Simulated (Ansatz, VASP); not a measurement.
Given: the input of a run of VASP 6.6.1 on Zn.

File POSCAR:

```
Zn
1.0
   -1.5896845915      1.5896845915      1.5896845915
    1.5896845915     -1.5896845915      1.5896845915
    1.5896845915      1.5896845915     -1.5896845915
Zn
1
Direct
    0.0000000000      0.0000000000      0.0000000000
```

File INCAR.step1:

```
PREC = Accurate
ENCUT = 520
EDIFF = 1E-5
ISMEAR = -1
SIGMA = 0.05
LREAL = False
LASPH = True
NELM = 60
ALGO = Normal
ISIF = 2
LWAVE = True
GGA = PE
NBANDS = 12
```

Contents of INCAR.step2:

```
PREC = Accurate
ENCUT = 520
EDIFF = 1E-6
ISMEAR = -1
SIGMA = 0.05
LREAL = False
LASPH = True
NELM = 60
ALGO = Normal
ISIF = 2
LWAVE = False
LCHARG = True
GGA = PE
LHFCALC = True
AEXX = 0.25
PRECFOCK = Normal
LELF = True
LVHAR = True
ISTART = 1
NBANDS = 12
```

Contents of KPOINTS:

```
Automatic mesh
0
Gamma
  8 8 8
```

Potentials or basis: VASP PAW PBE potentials, release 64 (Zn).

The run is started by

```bash
$ cat potpaw_PBE.64/Zn/POTCAR > POTCAR
$ cp INCAR.step1 INCAR
$ mpirun -np 1 vasp_std > vasp.out
$ cp INCAR.step2 INCAR
$ mpirun -np 1 vasp_std > vasp.out
```

Task: Set up the same calculation for Ansatz 0.2.0. Potentials there: Ansatz PAW.

Result: As run (the cutoff follows the program's own potentials):

Contents of input:

```
crystal:
  lattice:
    - [-1.5896845915, 1.5896845915, 1.5896845915]
    - [1.5896845915, -1.5896845915, 1.5896845915]
    - [1.5896845915, 1.5896845915, -1.5896845915]
  atoms:
    - { symbol: Zn, position: [0.0, 0.0, 0.0] }
hamiltonian:
  xc: pbe0
  pseudopotentials: { kind: paw }
kpoints:
  mp_grid: { grid: [8, 8, 8] }
scf:
  occupations: { method: fermi_dirac, width: 0.05 }
output:
  forces: true
  stress: true
  eigenvalues: true
```

Both were run:

|  | VASP | Ansatz | Ansatz less VASP |
| --- | --- | --- | --- |
| gap on the k mesh at the Fermi level (eV) | none | none | - |
| pressure (GPa) | -4.0 | -3.9 | +0.09 |

A gap of «none» marks a metal or a gap that the smearing closes.
